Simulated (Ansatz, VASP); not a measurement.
# ZnS in VASP and in Ansatz

```
CELL_PARAMETERS angstrom
-0.05409 2.67760 2.67760
2.67760 -0.05409 2.67760
2.67760 2.67760 -0.05409
ATOMIC_POSITIONS crystal
Zn 0.00000 0.00000 0.00000
S 0.75000 0.75000 0.75000
```

Change from the starting cell: equal xy, yz and zx shear strains of -2 %.

Alike in both runs: task single point; functional PBE; k mesh 8 × 8 × 8; occupations fermi-dirac, width 0.01 eV; no spin polarisation.

|  | VASP | Ansatz |
| --- | --- | --- |
| version | VASP 6.6.1 | Ansatz 0.2.0 |
| potentials or method | VASP PAW PBE potentials, release 64 (Zn, S), cutoff 520 eV | all-electron LAPW, scalar-relativistic |

|  | VASP | Ansatz | Ansatz less VASP |
| --- | --- | --- | --- |
| gap on the k mesh at the Fermi level (eV) | 2.03 | 2.03 | -0.001 |
| pressure (GPa) | 1.7 | 1.5 | -0.15 |
| traceless stress, the component that is largest in VASP (GPa) | 1.45 | 1.43 | -0.013 |
| rms of the force components (eV/Å) | 0.129 | 0.127 | -0.0020 |

Atom by atom the forces differ by 0.002 eV/Å (rms over components). Ansatz ran all-electron here, and VASP with PAW potentials.
